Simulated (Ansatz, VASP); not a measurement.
## Two plane-wave programs on In2O3

```
In O
1.0
     2.81525    1.62538    4.96735
    -2.81525    1.62538    4.96735
     0.00000   -3.25077    4.96735
In O
4 6
Direct
  0.35721 0.35721 0.35721
  0.14279 0.14279 0.14279
  0.64279 0.64279 0.64279
  0.85721 0.85721 0.85721
  0.54655 0.95345 0.25000
  0.25000 0.54655 0.95345
  0.95345 0.25000 0.54655
  0.45345 0.04655 0.75000
  0.75000 0.45345 0.04655
  0.04655 0.75000 0.45345
```

Alike in both runs: task single point; functional PBE; k mesh 4 × 4 × 4; no spin polarisation.

|  | VASP | Ansatz |
| --- | --- | --- |
| version | VASP 6.6.1 | Ansatz 0.2.0 |
| potentials or method | VASP PAW PBE potentials, release 64 (In_d, O) | plane waves, PAW |
| plane-wave cutoff (eV) | 520 | 420 |
| occupations | gaussian, width 0.01 eV | fixed |
| valence electrons in the cell | 88 | 88 |

|  | VASP | Ansatz | Ansatz less VASP |
| --- | --- | --- | --- |
| gap on the k mesh at the Fermi level (eV) | 0.77 | 0.78 | +0.007 |
| pressure (GPa) | -3.9 | -4.3 | -0.34 |
| traceless stress, the component that is largest in VASP (GPa) | 0.32 | 0.43 | +0.106 |
| rms of the force components (eV/Å) | 0.023 | 0.018 | -0.0046 |

Atom by atom the forces differ by 0.006 eV/Å (rms over components).
